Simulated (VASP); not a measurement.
# LiF (rock salt type) in VASP: further runs

LiF (rock salt type) is run at these levels: r2SCAN, PBE, HSE06; tasks: single point.

All numbers are computed with VASP 6.6.1; they aren't measurements. Logs are shortened: lines on timing, memory, paths and dates and some standing lists are left out, and cuts for length are marked.

## Step 1: The cell of the first run

It takes space group Fm-3m (No. 225, cubic). The conventional cell has a = 4.070 Å, b = 4.070 Å, c = 4.070 Å, α = 90.00°, β = 90.00°, γ = 90.00°. Li (site symmetry m-3m) has 6 F at 2.04 Å within 2.7 Å. F (site symmetry m-3m) has 6 Li at 2.04 Å within 2.7 Å.

## Step 2: Single point, r2SCAN

POSCAR reads:

```
LiF
1.0
    0.0000000000      2.0350000000      2.0350000000
    2.0350000000      0.0000000000      2.0350000000
    2.0350000000      2.0350000000      0.0000000000
Li F
1 1
Direct
    0.0000000000      0.0000000000      0.0000000000
    0.5000000000      0.5000000000      0.5000000000
```

INCAR.step1 reads:

```
PREC = Accurate
ENCUT = 520
ISMEAR = -1
SIGMA = 0.02
LREAL = F
LASPH = T
NELM = 60
NBANDS = 12
GGA = PE
ALGO = Normal
EDIFF = 1E-4
LWAVE = T
LCHARG = F
```

INCAR.step2 reads:

```
PREC = Accurate
ENCUT = 520
EDIFF = 1E-7
ISMEAR = -1
SIGMA = 0.02
LREAL = F
LASPH = T
NELM = 60
ALGO = Normal
ISIF = 2
LWAVE = F
LCHARG = F
METAGGA = R2SCAN
LMIXTAU = T
NBANDS = 12
ISTART = 1
```

KPOINTS reads:

```
regular mesh
0
Gamma
  6 6 6
```

Potentials or basis: VASP PAW PBE potentials, release 64 (Li_sv, F).

The run is started by

```console
> cat potpaw_PBE.64/Li_sv/POTCAR potpaw_PBE.64/F/POTCAR > POTCAR
> cp INCAR.step1 INCAR
> mpirun -np 1 vasp_std > vasp.out
> cp INCAR.step2 INCAR
> mpirun -np 1 vasp_std > vasp.out
```

OUTCAR:

```text
PREC = Accurate
   ENCUT = 520
   EDIFF = 1E-7
   ISMEAR = -1
   LREAL = F
   LASPH = T
   NELM = 60
   ISIF = 2
   METAGGA = R2SCAN
   ISTART = 1

 ion  position               nearest neighbor table
   1  0.000  0.000  0.000-   2 2.04   2 2.04   2 2.04   2 2.04   2 2.04   2 2.04
   2  0.500  0.500  0.500-   1 2.04   1 2.04   1 2.04   1 2.04   1 2.04   1 2.04

  LATTYP: Found a face centered cubic cell.
 ALAT       =     4.0700000000

  Lattice vectors:

 A1 = (   0.0000000000,   2.0350000000,   2.0350000000)
 A2 = (   2.0350000000,   0.0000000000,   2.0350000000)
 A3 = (   2.0350000000,   2.0350000000,   0.0000000000)

Analysis of symmetry for initial positions (statically):
=====================================================================
 Subroutine PRICEL returns:
 Original cell was already a primitive cell.

 Routine SETGRP: Setting up the symmetry group for a
 face centered cubic supercell.

 Subroutine GETGRP returns: Found 48 space group operations
 (whereof 48 operations were pure point group operations)
 out of a pool of 48 trial point group operations.

The static configuration has the point symmetry O_h .

Analysis of symmetry for dynamics (positions and initial velocities):
=====================================================================
 Subroutine PRICEL returns:
 Original cell was already a primitive cell.

 Routine SETGRP: Setting up the symmetry group for a
 face centered cubic supercell.

 Subroutine GETGRP returns: Found 48 space group operations
 (whereof 48 operations were pure point group operations)
 out of a pool of 48 trial point group operations.

The dynamic configuration has the point symmetry O_h .

 Subroutine INISYM returns: Found 48 space group operations
 (whereof 48 operations are pure point group operations),
 and found     1 'primitive' translations

----------------------------------------------------------------------------------------

                                     Primitive cell

  volume of cell :      16.8548

  direct lattice vectors                    reciprocal lattice vectors
     0.000000000  2.035000000  2.035000000    -0.245700246  0.245700246  0.245700246
     2.035000000  0.000000000  2.035000000     0.245700246 -0.245700246  0.245700246
     2.035000000  2.035000000  0.000000000     0.245700246  0.245700246 -0.245700246

  length of vectors
     2.877924599  2.877924599  2.877924599     0.425565309  0.425565309  0.425565309

  position of ions in fractional coordinates (direct lattice)
     0.000000000  0.000000000  0.000000000
     0.500000000  0.500000000  0.500000000

  ion indices of the primitive-cell ions
   primitive index   ion index
                 1           1
                 2           2

----------------------------------------------------------------------------------------

 KPOINTS: regular mesh

Automatic generation of k-mesh.
 Grid dimensions read from file:
 generate k-points for:    6    6    6

 Generating k-lattice:

  Cartesian coordinates                     Fractional coordinates (reciprocal lattice)
    -0.040950041  0.040950041  0.040950041     0.166666667  0.000000000  0.000000000
     0.040950041 -0.040950041  0.040950041     0.000000000  0.166666667  0.000000000
     0.040950041  0.040950041 -0.040950041     0.000000000  0.000000000  0.166666667

  Length of vectors
     0.070927551  0.070927551  0.070927551

  Shift w.r.t. Gamma in fractional coordinates (k-lattice)
     0.000000000  0.000000000  0.000000000

 Subroutine IBZKPT returns following result:
 ===========================================

 Found     16 irreducible k-points:

 Following reciprocal coordinates:
            Coordinates               Weight
  0.000000  0.000000  0.000000      1.000000
  0.166667  0.000000  0.000000      8.000000
  0.333333  0.000000  0.000000      8.000000
  0.500000  0.000000  0.000000      4.000000
  0.166667  0.166667  0.000000      6.000000
  0.333333  0.166667  0.000000     24.000000
[... 8 lines left out ...]
 -0.333333  0.333333  0.166667     24.000000
 -0.333333  0.500000  0.166667     12.000000
   k-points           NKPTS =     16   k-points in BZ     NKDIM =     16   number of bands    NBANDS=     12
   number of dos      NEDOS =    301   number of ions     NIONS =      2
   total plane-waves  NPLWV =  13824
   dimension x,y,z NGX =    24 NGY =   24 NGZ =   24
   dimension x,y,z NGXF=    48 NGYF=   48 NGZF=   48
   ions per type =               1   1
   NGX,Y,Z   is equivalent  to a cutoff of  13.86, 13.86, 13.86 a.u.
   NGXF,Y,Z  is equivalent  to a cutoff of  27.73, 27.73, 27.73 a.u.
 SYSTEM =  unknown system
   PREC   = accura    normal or accurate (medium, high low for compatibility)
   ISTART =      1    job   : 0-new  1-cont  2-samecut
   ICHARG =      0    charge: 1-file 2-atom 10-const
   ISPIN  =      1    spin polarized calculation?
   LNONCOLLINEAR =      F non collinear calculations
   LSORBIT =      F    spin-orbit coupling
   LASPH  =      T    aspherical Exc in radial PAW
   ENCUT  =  520.0 eV  38.22 Ry    6.18 a.u.   5.35  5.35  5.35*2*pi/ulx,y,z
   NELM   =     60;   NELMIN=  2; NELMDL=  0     # of ELM steps
   EDIFF  = 0.1E-06   stopping-criterion for ELM
   LREAL  =      F    real-space projection
   EDIFFG = 0.1E-05   stopping-criterion for IOM
   NSW    =      0    number of steps for IOM
   IBRION =     -1    ionic relax: 0-MD 1-quasi-New 2-CG
   NFREE  =      0    steps in history (QN), initial steepest desc. (CG)
   ISIF   =      2    stress and relaxation
   ISYM   =      2    0-nonsym 1-usesym 2-fastsym
   POTIM  = 0.5000    time-step for ionic-motion
   TEBEG  =    0.0;   TEEND  =   0.0 temperature during run
   PSTRESS=    0.0 pullay stress
   NELECT =      10.0000    total number of electrons
   NUPDOWN=      -1.0000    fix difference up-down
   EMIN   =  10.00;   EMAX   =-10.00  energy-range for DOS
   EFERMI =   0.00;   METHOD = LEGACY
   ISMEAR =    -1;   SIGMA  =   0.02  broadening in eV -4-tet -1-fermi 0-gaus
   EFERMI_NEDOS =   21; number of points for ismear=-14 and -15
   IALGO  =     38    algorithm
   IMIX   =      4    mixing-type and parameters
     AMIX     =   0.40;   BMIX     =  1.00
     AMIX_MAG =   1.60;   BMIX_MAG =  1.00
  volume/ion in A,a.u.               =       8.43        56.87
  Fermi-wavevector in a.u.,A,eV,Ry     =   1.375626  2.599556 25.746948  1.892347
  Thomas-Fermi vector in A             =   2.500945
   LORBIT       =      0    0 simple, 1 ext, 2 COOP (PROOUT), +10 PAW based schemes
   METAGGA = R2SCAN    functional components
   LHFCALC =     F    Hartree Fock is set to
   AEXX    =    0.0000 exact exchange contribution
   IVDW    =     0    specifies the selected vdW correction
   LEPSILON=     F    determine dielectric tensor
   LRPA    =     F    only Hartree local field effects (RPA)
 non-spin polarized calculation
  energy-cutoff  :      520.00
  volume of cell :       16.85
 maximum number of plane-waves:       464
 NGX is ok and might be reduce to    24
   NGX = 11   NGY = 11   NGZ = 11

 number of electron       9.9999992 magnetization

 Free energy of the ion-electron system (eV)
  ---------------------------------------------------
  ext. energy  EPLUGINS =         0.00000000
  ---------------------------------------------------
  free energy    TOTEN  =       -11.88816252 eV

  energy without entropy =      -11.88816252  energy(sigma->0) =      -11.88816252

 E-fermi :  -1.2281     XC(G=0): -10.3811

 val. band max:       -1.8224982421   @ k =   0.0000   0.0000   0.0000
 cond. band min:       8.1426020531   @ k =   0.0000   0.0000   0.0000
 fundamental gap:      9.9651002952
 Fermi energy:        -1.2281189061

 k-point     1 :       0.0000    0.0000    0.0000
  band No.  band energies     occupation
      1     -43.9532      2.00000
      2     -22.8366      2.00000
      3      -1.8225      2.00000
      4      -1.8225      2.00000
      5      -1.8225      2.00000
      6       8.1426      0.00000
      7      23.3441      0.00000
      8      23.3441      0.00000
      9      23.3442      0.00000
     10      23.8006      0.00000
     11      23.8006      0.00000
     12      23.8023      0.00000

 k-point     2 :       0.1667    0.0000    0.0000
  band No.  band energies     occupation
      1     -43.9408      2.00000
      2     -22.7432      2.00000
      3      -2.5049      2.00000
      4      -1.8825      2.00000
      5      -1.8825      2.00000
      6       8.8449      0.00000
      7      18.7342      0.00000
      8      21.2046      0.00000
      9      21.2057      0.00000
     10      25.4168      0.00000
     11      25.4168      0.00000
     12      25.5404      0.00000

 k-point     3 :       0.3333    0.0000    0.0000
  band No.  band energies     occupation
      1     -43.9159      2.00000
      2     -22.5469      2.00000
      3      -3.6880      2.00000
      4      -1.9977      2.00000
      5      -1.9977      2.00000
      6       9.7319      0.00000
      7      16.2494      0.00000
      8      19.1148      0.00000
      9      19.1159      0.00000
     10      27.7699      0.00000
     11      28.1204      0.00000
     12      28.1207      0.00000

 k-point     4 :       0.5000    0.0000    0.0000
  band No.  band energies     occupation
      1     -43.9036      2.00000
      2     -22.4448      2.00000
      3      -4.2209      2.00000
      4      -2.0530      2.00000
      5      -2.0529      2.00000
      6       9.8323      0.00000
      7      15.9176      0.00000
      8      18.3403      0.00000
      9      18.3414      0.00000
     10      29.8285      0.00000
     11      30.1147      0.00000
     12      30.1153      0.00000

 k-point     5 :       0.1667    0.1667    0.0000
  band No.  band energies     occupation
      1     -43.9369      2.00000
      2     -22.7064      2.00000
      3      -2.4778      2.00000
      4      -2.0700      2.00000
      5      -2.0700      2.00000
      6       9.2296      0.00000
      7      19.4860      0.00000
      8      20.6925      0.00000
      9      20.6930      0.00000
     10      20.7745      0.00000
     11      28.9443      0.00000
     12      28.9450      0.00000
[... 108 lines left out ...]
      1     -43.8910      2.00000
      2     -22.2077      2.00000
      3      -4.6925      2.00000
      4      -2.7836      2.00000
      5      -2.7836      2.00000
      6      13.9189      0.00000
      7      15.4616      0.00000
      8      16.8704      0.00000
      9      19.7001      0.00000
     10      19.7007      0.00000
     11      32.2584      0.00000
     12      37.2539      0.00000

 k-point    14 :       0.5000    0.3333    0.1667
  band No.  band energies     occupation
      1     -43.9011      2.00000
      2     -22.3693      2.00000
      3      -3.8311      2.00000
      4      -3.0169      2.00000
      5      -2.3252      2.00000
      6      11.8588      0.00000
      7      15.0191      0.00000
      8      18.3075      0.00000
      9      19.0817      0.00000
     10      23.8218      0.00000
     11      29.8807      0.00000
     12      34.0125      0.00000

 k-point    15 :      -0.3333    0.3333    0.1667
  band No.  band energies     occupation
      1     -43.8934      2.00000
      2     -22.2856      2.00000
      3      -3.9333      2.00000
      4      -3.4124      2.00000
      5      -2.4290      2.00000
      6      12.6217      0.00000
      7      14.4931      0.00000
      8      17.9272      0.00000
      9      18.7317      0.00000
     10      26.4119      0.00000
     11      27.3783      0.00000
     12      34.6004      0.00000

 k-point    16 :      -0.3333    0.5000    0.1667
  band No.  band energies     occupation
      1     -43.8902      2.00000
      2     -22.2252      2.00000
      3      -4.2623      2.00000
      4      -3.3132      2.00000
      5      -2.6371      2.00000
      6      13.9887      0.00000
      7      14.5211      0.00000
      8      16.7783      0.00000
      9      18.9820      0.00000
     10      23.3048      0.00000
     11      30.9723      0.00000
     12      32.9548      0.00000

------------------------ aborting loop because EDIFF is reached ----------------------------------------

  FORCE on cell =-STRESS in cart. coord.  units (eV):
  Direction    XX          YY          ZZ          XY          YZ          ZX
  --------------------------------------------------------------------------------------
  -------------------------------------------------------------------------------------
  Total       -0.5153098     -0.5153098     -0.5153098      0.0000000      0.0000000      0.0000000
  in kB      -48.9841706    -48.9841706    -48.9841706      0.0000000      0.0000000      0.0000000
  external PRESSURE =     -48.9841706 kB  Pullay stress =       0.0000000 kB

 VOLUME and BASIS-vectors are now :
 -----------------------------------------------------------------------------
  energy-cutoff  :      520.00
  volume of cell :       16.85
      direct lattice vectors                 reciprocal lattice vectors
     0.000000000  2.035000000  2.035000000    -0.245700246  0.245700246  0.245700246
     2.035000000  0.000000000  2.035000000     0.245700246 -0.245700246  0.245700246
     2.035000000  2.035000000  0.000000000     0.245700246  0.245700246 -0.245700246

 POSITION                                       TOTAL-FORCE (eV/Angst)
 -----------------------------------------------------------------------------------
      0.00000      0.00000      0.00000        -0.000000      0.000000      0.000000
      2.03500      2.03500      2.03500         0.000000     -0.000000     -0.000000
 -----------------------------------------------------------------------------------
    total drift:                               -0.000000     -0.000000      0.000000

  FREE ENERGIE OF THE ION-ELECTRON SYSTEM (eV)
  ---------------------------------------------------
  free  energy   TOTEN  =       -11.8881625178 eV

  energy  without entropy=      -11.8881625178  energy(sigma->0) =      -11.88816252
```

Run time: 27 s. Hardware: 1 thread of Intel Xeon Platinum 8259CL at 2.50GHz (Skylake/Cascade Lake), shared host; peak memory 0.13 GiB.

Results:

```
Free energy            : -11.8882 eV
Band gap on the k mesh : 9.97 eV, direct
```

Caveat: the k points lie up to 0.45 Å⁻¹ apart; the cutoff is under 1.25 times the usual one of these potentials, so pressure, stress and relaxed cells hold a basis-set (Pulay) error; the PAW data sets were made with another functional, which shifts forces and pressure a little. r2SCAN opens gaps a little over a GGA but as a rule still falls short of measured ones.

(Continued in part 2 of 2.)
